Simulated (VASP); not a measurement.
# TiB2 (Fm-3m) in VASP: notebook

TiB2 is run at these levels: PBEsol; tasks: single point.

Everything below comes from runs of VASP 6.6.1. Logs are shortened: lines on timing, memory, paths and dates and some standing lists are left out, and cuts for length are marked.

**1. The cell of the first run**

Symmetry: Fm-3m, No. 225, cubic system. The conventional cell has a = 4.730 Å, b = 4.730 Å, c = 4.730 Å, α = 90.00°, β = 90.00°, γ = 90.00°. Within 2.7 Å of Ti (site symmetry m-3m) lie 8 B at 2.05 Å. Within 2.7 Å of B (site symmetry -43m) lie 4 Ti at 2.05 Å and 6 B at 2.36 Å.

**2. Single point, PBEsol**

INCAR

```
SYSTEM = TiB2
PREC = Accurate
ENCUT = 500
EDIFF = 1E-6
ISMEAR = -1
SIGMA = 0.05
LREAL = .FALSE.
LASPH = .TRUE.
NELM = 120
ALGO = Normal
ISIF = 2
LWAVE = .FALSE.
LCHARG = .FALSE.
GGA = PS
NBANDS = 16
GGA_COMPAT = .FALSE.
```

KPOINTS

```
regular mesh
0
G
  9 9 9
  0 0 0
```

POSCAR

```
TiB2
1.0
    0.0000000000      2.3649564452      2.3649564452
    2.3649564452      0.0000000000      2.3649564452
    2.3649564452      2.3649564452      0.0000000000
Ti B
1 2
Direct
    0.0000000000      0.0000000000      0.0000000000
    0.2500000000      0.2500000000      0.2500000000
    0.7500000000      0.7500000000      0.7500000000
```

Potentials or basis: VASP PAW PBE potentials, release 64 (Ti_sv, B).

On the command line:

```bash
$ cat potpaw_PBE.64/Ti_sv/POTCAR potpaw_PBE.64/B/POTCAR > POTCAR
$ mpirun -np 1 vasp_std > vasp.out
```

OUTCAR:

```text
SYSTEM = TiB2
   PREC = Accurate
   ENCUT = 500
   EDIFF = 1E-6
   ISMEAR = -1
   LREAL = .FALSE.
   LASPH = .TRUE.
   NELM = 120
   ISIF = 2
   GGA = PS

 ion  position               nearest neighbor table
   1  0.000  0.000  0.000-   3 2.05   3 2.05   3 2.05   2 2.05   3 2.05   2 2.05   2 2.05   2 2.05

   2  0.250  0.250  0.250-   1 2.05   1 2.05   1 2.05   1 2.05
   3  0.750  0.750  0.750-   1 2.05   1 2.05   1 2.05   1 2.05

  LATTYP: Found a face centered cubic cell.
 ALAT       =     4.7299128904

  Lattice vectors:

 A1 = (   0.0000000000,   2.3649564452,   2.3649564452)
 A2 = (   2.3649564452,   0.0000000000,   2.3649564452)
 A3 = (   2.3649564452,   2.3649564452,   0.0000000000)

Analysis of symmetry for initial positions (statically):
=====================================================================
 Subroutine PRICEL returns:
 Original cell was already a primitive cell.

 Routine SETGRP: Setting up the symmetry group for a
 face centered cubic supercell.

 Subroutine GETGRP returns: Found 48 space group operations
 (whereof 48 operations were pure point group operations)
 out of a pool of 48 trial point group operations.

The static configuration has the point symmetry O_h .

Analysis of symmetry for dynamics (positions and initial velocities):
=====================================================================
 Subroutine PRICEL returns:
 Original cell was already a primitive cell.

 Routine SETGRP: Setting up the symmetry group for a
 face centered cubic supercell.

 Subroutine GETGRP returns: Found 48 space group operations
 (whereof 48 operations were pure point group operations)
 out of a pool of 48 trial point group operations.

The dynamic configuration has the point symmetry O_h .

 Subroutine INISYM returns: Found 48 space group operations
 (whereof 48 operations are pure point group operations),
 and found     1 'primitive' translations

----------------------------------------------------------------------------------------

                                     Primitive cell

  volume of cell :      26.4545

  direct lattice vectors                    reciprocal lattice vectors
     0.000000000  2.364956445  2.364956445    -0.211420384  0.211420384  0.211420384
     2.364956445  0.000000000  2.364956445     0.211420384 -0.211420384  0.211420384
     2.364956445  2.364956445  0.000000000     0.211420384  0.211420384 -0.211420384

  length of vectors
     3.344553479  3.344553479  3.344553479     0.366190847  0.366190847  0.366190847

  position of ions in fractional coordinates (direct lattice)
     0.000000000  0.000000000  0.000000000
     0.250000000  0.250000000  0.250000000
     0.750000000  0.750000000  0.750000000

  ion indices of the primitive-cell ions
   primitive index   ion index
                 1           1
                 2           2
                 3           3

----------------------------------------------------------------------------------------

 KPOINTS: regular mesh

Automatic generation of k-mesh.
 Grid dimensions read from file:
 generate k-points for:    9    9    9

 Generating k-lattice:

  Cartesian coordinates                     Fractional coordinates (reciprocal lattice)
    -0.023491154  0.023491154  0.023491154     0.111111111  0.000000000  0.000000000
     0.023491154 -0.023491154  0.023491154     0.000000000  0.111111111  0.000000000
     0.023491154  0.023491154 -0.023491154     0.000000000  0.000000000  0.111111111

  Length of vectors
     0.040687872  0.040687872  0.040687872

  Shift w.r.t. Gamma in fractional coordinates (k-lattice)
     0.000000000  0.000000000  0.000000000

 Subroutine IBZKPT returns following result:
 ===========================================

 Found     35 irreducible k-points:

 Following reciprocal coordinates:
            Coordinates               Weight
  0.000000  0.000000  0.000000      1.000000
  0.111111  0.000000  0.000000      8.000000
  0.222222  0.000000  0.000000      8.000000
  0.333333  0.000000  0.000000      8.000000
  0.444444  0.000000  0.000000      8.000000
  0.111111  0.111111  0.000000      6.000000
[... 16 lines left out ...]
 -0.333333  0.333333  0.000000     12.000000
  0.444444  0.444444  0.000000      6.000000
 [... further k-points ...]
   k-points           NKPTS =     35   k-points in BZ     NKDIM =     35   number of bands    NBANDS=     16
   number of dos      NEDOS =    301   number of ions     NIONS =      3
   total plane-waves  NPLWV =  13824
   dimension x,y,z NGX =    24 NGY =   24 NGZ =   24
   dimension x,y,z NGXF=    48 NGYF=   48 NGZF=   48
   ions per type =               1   2
   NGX,Y,Z   is equivalent  to a cutoff of  11.93, 11.93, 11.93 a.u.
   NGXF,Y,Z  is equivalent  to a cutoff of  23.86, 23.86, 23.86 a.u.
 SYSTEM =  TiB2
   PREC   = accura    normal or accurate (medium, high low for compatibility)
   ISTART =      0    job   : 0-new  1-cont  2-samecut
   ICHARG =      2    charge: 1-file 2-atom 10-const
   ISPIN  =      1    spin polarized calculation?
   LNONCOLLINEAR =      F non collinear calculations
   LSORBIT =      F    spin-orbit coupling
   LASPH  =      T    aspherical Exc in radial PAW
   ENCUT  =  500.0 eV  36.75 Ry    6.06 a.u.   6.10  6.10  6.10*2*pi/ulx,y,z
   NELM   =    120;   NELMIN=  2; NELMDL= -5     # of ELM steps
   EDIFF  = 0.1E-05   stopping-criterion for ELM
   LREAL  =      F    real-space projection
   EDIFFG = 0.1E-04   stopping-criterion for IOM
   NSW    =      0    number of steps for IOM
   IBRION =     -1    ionic relax: 0-MD 1-quasi-New 2-CG
   NFREE  =      0    steps in history (QN), initial steepest desc. (CG)
   ISIF   =      2    stress and relaxation
   ISYM   =      2    0-nonsym 1-usesym 2-fastsym
   POTIM  = 0.5000    time-step for ionic-motion
   TEBEG  =    0.0;   TEEND  =   0.0 temperature during run
   PSTRESS=    0.0 pullay stress
   NELECT =      18.0000    total number of electrons
   NUPDOWN=      -1.0000    fix difference up-down
   EMIN   =  10.00;   EMAX   =-10.00  energy-range for DOS
   EFERMI =   0.00;   METHOD = LEGACY
   ISMEAR =    -1;   SIGMA  =   0.05  broadening in eV -4-tet -1-fermi 0-gaus
   EFERMI_NEDOS =   21; number of points for ismear=-14 and -15
   IALGO  =     38    algorithm
   IMIX   =      4    mixing-type and parameters
     AMIX     =   0.40;   BMIX     =  1.00
     AMIX_MAG =   1.60;   BMIX_MAG =  1.00
  volume/ion in A,a.u.               =       8.82        59.51
  Fermi-wavevector in a.u.,A,eV,Ry     =   1.439901  2.721018 28.209147  2.073314
  Thomas-Fermi vector in A             =   2.558705
   LORBIT       =      0    0 simple, 1 ext, 2 COOP (PROOUT), +10 PAW based schemes
   GGA     = PS    functional components
   LHFCALC =     F    Hartree Fock is set to
   AEXX    =    0.0000 exact exchange contribution
   IVDW    =     0    specifies the selected vdW correction
   LEPSILON=     F    determine dielectric tensor
   LRPA    =     F    only Hartree local field effects (RPA)
 non-spin polarized calculation
  energy-cutoff  :      500.00
  volume of cell :       26.45
 maximum number of plane-waves:       684
   NGX = 13   NGY = 13   NGZ = 13

 number of electron      18.0000007 magnetization

 Free energy of the ion-electron system (eV)
  ---------------------------------------------------
  ext. energy  EPLUGINS =         0.00000000
  ---------------------------------------------------
  free energy    TOTEN  =       -19.83083355 eV

  energy without entropy =      -19.82361170  energy(sigma->0) =      -19.82722263

 E-fermi :   8.8574     XC(G=0): -12.6225

 val. band max:        8.8042274013   @ k =  -0.3333   0.3333   0.1111
 cond. band min:       8.9390979343   @ k =  -0.3333   0.4444   0.2222
 fundamental gap:      0.1348705330
 Fermi energy:         8.8573517250

 k-point     1 :       0.0000    0.0000    0.0000
  band No.  band energies     occupation
      1     -46.8249      2.00000
      2     -23.2555      2.00000
      3     -23.2555      2.00000
      4     -23.2555      2.00000
      5      -2.9053      2.00000
      6       4.6652      2.00000
[... 8 lines left out ...]
     15      18.8404      0.00000
     16      18.8404      0.00000

 k-point     2 :       0.1111    0.0000    0.0000
  band No.  band energies     occupation
      1     -46.8213      2.00000
      2     -23.2927      2.00000
      3     -23.2614      2.00000
      4     -23.2614      2.00000
      5      -2.6539      2.00000
      6       4.3667      2.00000
[... 8 lines left out ...]
     15      17.1746      0.00000
     16      18.2944      0.00000

 k-point     3 :       0.2222    0.0000    0.0000
  band No.  band energies     occupation
      1     -46.8122      2.00000
      2     -23.3857      2.00000
      3     -23.2761      2.00000
      4     -23.2761      2.00000
      5      -1.9416      2.00000
      6       3.6773      2.00000
[... 8 lines left out ...]
     15      15.9879      0.00000
     16      17.9434      0.00000

 k-point     4 :       0.3333    0.0000    0.0000
  band No.  band energies     occupation
      1     -46.8018      2.00000
      2     -23.4897      2.00000
      3     -23.2928      2.00000
      4     -23.2928      2.00000
      5      -0.9039      2.00000
      6       2.8634      2.00000
[... 8 lines left out ...]
     15      17.0826      0.00000
     16      18.3017      0.00000

 k-point     5 :       0.4444    0.0000    0.0000
  band No.  band energies     occupation
      1     -46.7950      2.00000
      2     -23.5566      2.00000
      3     -23.3036      2.00000
      4     -23.3036      2.00000
      5       0.1417      2.00000
      6       2.0709      2.00000
[... 8 lines left out ...]
     15      18.5888      0.00000
     16      18.6220      0.00000

 k-point     6 :       0.1111    0.1111    0.0000
  band No.  band energies     occupation
      1     -46.8202      2.00000
      2     -23.2911      2.00000
      3     -23.2703      2.00000
      4     -23.2702      2.00000
      5      -2.5698      2.00000
      6       4.3936      2.00000
[... 8 lines left out ...]
     15      17.3605      0.00000
     16      17.3605      0.00000

 k-point     7 :       0.2222    0.1111    0.0000
  band No.  band energies     occupation
      1     -46.8129      2.00000
      2     -23.3603      2.00000
      3     -23.2873      2.00000
      4     -23.2817      2.00000
      5      -2.0087      2.00000
      6       3.9022      2.00000
[... 8 lines left out ...]
     15      16.3761      0.00000
     16      17.1675      0.00000

 k-point     8 :       0.3333    0.1111    0.0000
  band No.  band energies     occupation
      1     -46.8029      2.00000
      2     -23.4569      2.00000
      3     -23.3045      2.00000
      4     -23.2999      2.00000
      5      -1.0644      2.00000
      6       3.1840      2.00000
[... 8 lines left out ...]
     15      16.8644      0.00000
     16      17.8506      0.00000

 k-point     9 :       0.4444    0.1111    0.0000
  band No.  band energies     occupation
      1     -46.7949      2.00000
      2     -23.5325      2.00000
      3     -23.3194      2.00000
      4     -23.3138      2.00000
      5       0.0465      2.00000
      6       2.3930      2.00000
[... 8 lines left out ...]
     15      18.2770      0.00000
     16      18.3763      0.00000
[... 172 lines left out ...]
 k-point    19 :      -0.2222    0.2222    0.0000
  band No.  band energies     occupation
      1     -46.7980      2.00000
      2     -23.4649      2.00000
      3     -23.3659      2.00000
      4     -23.2949      2.00000
      5      -0.4989      2.00000
      6       3.1634      2.00000
[... 8 lines left out ...]
     15      16.3787      0.00000
     16      18.3571      0.00000

 k-point    20 :       0.3333    0.3333    0.0000
  band No.  band energies     occupation
      1     -46.7942      2.00000
      2     -23.4746      2.00000
      3     -23.3495      2.00000
      4     -23.3495      2.00000
      5      -0.1738      2.00000
      6       3.3097      2.00000
[... 8 lines left out ...]
     15      18.4567      0.00000
     16      18.4567      0.00000

 k-point    21 :       0.4444    0.3333    0.0000
  band No.  band energies     occupation
      1     -46.7885      2.00000
      2     -23.5092      2.00000
      3     -23.3765      2.00000
      4     -23.3617      2.00000
      5       0.7825      2.00000
      6       3.0468      2.00000
[... 8 lines left out ...]
     15      18.5607      0.00000
     16      18.9267      0.00000

 k-point    22 :      -0.4444    0.3333    0.0000
  band No.  band energies     occupation
      1     -46.7854      2.00000
      2     -23.5089      2.00000
      3     -23.4211      2.00000
      4     -23.3579      2.00000
      5       1.9033      2.00000
      6       2.6282      2.00000
[... 8 lines left out ...]
     15      18.0159      0.00000
     16      18.7877      0.00000

 k-point    23 :      -0.3333    0.3333    0.0000
  band No.  band energies     occupation
      1     -46.7865      2.00000
      2     -23.4710      2.00000
      3     -23.4648      2.00000
      4     -23.3399      2.00000
      5       1.7059      2.00000
      6       2.7695      2.00000
[... 8 lines left out ...]
     15      17.2656      0.00000
     16      18.4508      0.00000

 k-point    24 :       0.4444    0.4444    0.0000
  band No.  band energies     occupation
      1     -46.7852      2.00000
      2     -23.5349      2.00000
      3     -23.3768      2.00000
      4     -23.3768      2.00000
      5       1.5475      2.00000
      6       3.0206      2.00000
[... 8 lines left out ...]
     15      18.4752      0.00000
     16      19.6082      0.00000

 [... further k-points ...]

------------------------ aborting loop because EDIFF is reached ----------------------------------------

  FORCE on cell =-STRESS in cart. coord.  units (eV):
  Direction    XX          YY          ZZ          XY          YZ          ZX
  --------------------------------------------------------------------------------------
  -------------------------------------------------------------------------------------
  Total        7.3251237      7.3251237      7.3251237     -0.0000000      0.0000000      0.0000000
  in kB      443.6353116    443.6353116    443.6353116     -0.0000000      0.0000000      0.0000000
  external PRESSURE =     443.6353116 kB  Pullay stress =       0.0000000 kB

 VOLUME and BASIS-vectors are now :
 -----------------------------------------------------------------------------
  energy-cutoff  :      500.00
  volume of cell :       26.45
      direct lattice vectors                 reciprocal lattice vectors
     0.000000000  2.364956445  2.364956445    -0.211420384  0.211420384  0.211420384
     2.364956445  0.000000000  2.364956445     0.211420384 -0.211420384  0.211420384
     2.364956445  2.364956445  0.000000000     0.211420384  0.211420384 -0.211420384

 POSITION                                       TOTAL-FORCE (eV/Angst)
 -----------------------------------------------------------------------------------
      0.00000      0.00000      0.00000         0.000000      0.000000      0.000000
      1.18248      1.18248      1.18248        -0.000000     -0.000000     -0.000000
      3.54743      3.54743      3.54743         0.000000     -0.000000      0.000000
 -----------------------------------------------------------------------------------
    total drift:                               -0.000000      0.000000      0.000000

  FREE ENERGIE OF THE ION-ELECTRON SYSTEM (eV)
  ---------------------------------------------------
  free  energy   TOTEN  =       -19.8308335503 eV

  energy  without entropy=      -19.8236117050  energy(sigma->0) =      -19.82722263
```

Wall time 16 s (1 thread of Intel Xeon Platinum 8375C at 2.90GHz (Ice Lake), shared host); peak memory 0.14 GiB.

Results:

- Free energy: -19.8308 eV
- Pressure: 44.4 GPa
- Band gap on the k mesh: zero (bands 9 and 10 overlap by 2.11 eV)

Caveat: the cell stands under pressure; the PAW data sets were made with another functional, which shifts forces and pressure a little.

(Part 1 of 3 ends here.)
